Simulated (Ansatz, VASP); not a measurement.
## Cd3HgS4 in VASP and in Ansatz

The input INCAR:

```
PREC     = Accurate       # precision mode
ENCUT    = 520            # plane-wave cutoff, eV
EDIFF    = 1E-6           # SCF threshold, eV
ISMEAR   = 0              # smearing method
SIGMA    = 0.01           # smearing width, eV
LREAL    = F              # projectors in reciprocal space
LASPH    = T              # aspherical terms in the spheres
NELM     = 100            # most SCF steps
ALGO     = Normal         # electronic algorithm
ISIF     = 2              # what is computed and relaxed
LWAVE    = F              # write WAVECAR
LCHARG   = T              # write CHGCAR
GGA      = PE             # functional
LELF     = T              # ELF
LVHAR    = T            
NBANDS   = 46             # bands
```

File KPOINTS:

```
regular mesh
0
Gamma
  6 6 6
```

File POSCAR:

```
Cd3HgS4
1.0
   -2.9409952257      2.9409952257      5.8828483063
    2.9409952257     -2.9409952257      5.8828483063
    2.9409952257      2.9409952257     -5.8828483063
Cd S Hg
3 4 1
Direct
    0.7500000000      0.2500000000      0.5000000000
    0.5000000000      0.5000000000      0.0000000000
    0.2500000000      0.7500000000      0.5000000000
    0.1260947508      0.6219475268      0.0000000000
    0.8739052492      0.8739052492      0.4958527761
    0.6219475268      0.1260947508      0.0000000000
    0.3780524732      0.3780524732      0.5041472239
    0.0000000000      0.0000000000      0.0000000000
```

Input for Ansatz:

```yaml
crystal:
  lattice:
    - [-2.9409952257, 2.9409952257, 5.8828483063]
    - [2.9409952257, -2.9409952257, 5.8828483063]
    - [2.9409952257, 2.9409952257, -5.8828483063]
  atoms:
    - { symbol: Cd, position: [0.75, 0.25, 0.5] }
    - { symbol: S, position: [0.1260947508, 0.6219475268, 0.0] }
    - { symbol: Cd, position: [0.5, 0.5, 0.0] }
    - { symbol: S, position: [0.8739052492, 0.8739052492, 0.4958527761] }
    - { symbol: Cd, position: [0.25, 0.75, 0.5] }
    - { symbol: S, position: [0.6219475268, 0.1260947508, 0.0] }
    - { symbol: Hg, position: [0.0, 0.0, 0.0] }
    - { symbol: S, position: [0.3780524732, 0.3780524732, 0.5041472239] }
kpoints:
  mp_grid: { grid: [6, 6, 6] }
hamiltonian:
  xc: pbe
scf:
  occupations: { method: fixed }
  n_extra_bands: 6
output:
  forces: true
  stress: true
  eigenvalues: true
```

Alike in both runs: task single point; functional PBE; k mesh 6 × 6 × 6; no spin polarisation.

|  | VASP | Ansatz |
| --- | --- | --- |
| version | VASP 6.6.1 | Ansatz 0.2.0 |
| potentials or method | VASP PAW PBE potentials, release 64 (Cd, S, Hg) | plane waves, PAW |
| plane-wave cutoff (eV) | 520 | 420 |
| occupations | gaussian, width 0.01 eV | fixed |
| valence electrons in the cell | 72 | 104 |

```tsv
	VASP	Ansatz	Ansatz less VASP
gap on the k mesh at the Fermi level (eV)	0.69	0.68	-0.002
pressure (GPa)	2.1	1.7	-0.34
```

VASP's potentials hold 72 valence electrons a cell and Ansatz's 104, so a difference there can come from the potentials and not from the codes.

Neither program's run includes spin-orbit coupling.
